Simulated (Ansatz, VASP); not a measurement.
## AgCl in VASP and in Ansatz

File INCAR:

```
SYSTEM = AgCl
ALGO = Normal ; EDIFF = 1E-8
ENCUT = 520 ; GGA = PE
ISIF = 2 ; ISMEAR = -1
LASPH = .TRUE. ; LCHARG = .FALSE.
LEFG = .TRUE. ; LREAL = .FALSE.
LWAVE = .FALSE. ; NBANDS = 16
NELM = 100 ; PREC = Accurate
SIGMA = 0.01
```

File KPOINTS:

```
k-points
0
G
  9 9 9
  0 0 0
```

Contents of POSCAR:

```
AgCl
1.0
    3.4109255069      0.0000000000      0.0000000000
    0.0000000000      3.4109255069      0.0000000000
    0.0000000000      0.0000000000      3.4109255069
Ag Cl
1 1
Direct
    0.0000000000      0.0000000000      0.0000000000
    0.5000000000      0.5000000000      0.5000000000
```

Input for Ansatz:

```yaml
crystal:
  lattice:
    - [3.4109255069, 0.0, 0.0]
    - [0.0, 3.4109255069, 0.0]
    - [0.0, 0.0, 3.4109255069]
  atoms:
    - { symbol: Ag, position: [0.0, 0.0, 0.0] }
    - { symbol: Cl, position: [0.5, 0.5, 0.5] }
kpoints:
  mp_grid: { grid: [9, 9, 9] }
scf:
  occupations: { method: fermi_dirac, width: 0.01 }
hamiltonian:
  xc: pbe
  pseudopotentials: { kind: all_electron, datasets: crystal }
output:
  forces: true
  stress: true
  eigenvalues: true
  efg: { contact_densities: true }
```

Change from the starting cell: volume scaled by 0.98, crystal datasets.

Alike in both runs: task electric field gradients; functional PBE; k mesh 9 × 9 × 9; occupations fermi-dirac, width 0.01 eV; no spin polarisation.

```csv
,VASP,Ansatz
version,VASP 6.6.1,Ansatz 0.2.0
potentials or method,"VASP PAW PBE potentials, release 64 (Ag, Cl), cutoff 520 eV","all-electron PAW with datasets made for the crystal, scalar-relativistic"
```

Ansatz gave:

```
gap on the k mesh at the Fermi level (eV) : 0.61
pressure (GPa)                            : 0.9
```

Q: Estimate VASP's values.

A: gap on the k mesh at the Fermi level (eV): 0.61; pressure (GPa): 0.7.

Ansatz ran all-electron here, and VASP with PAW potentials.
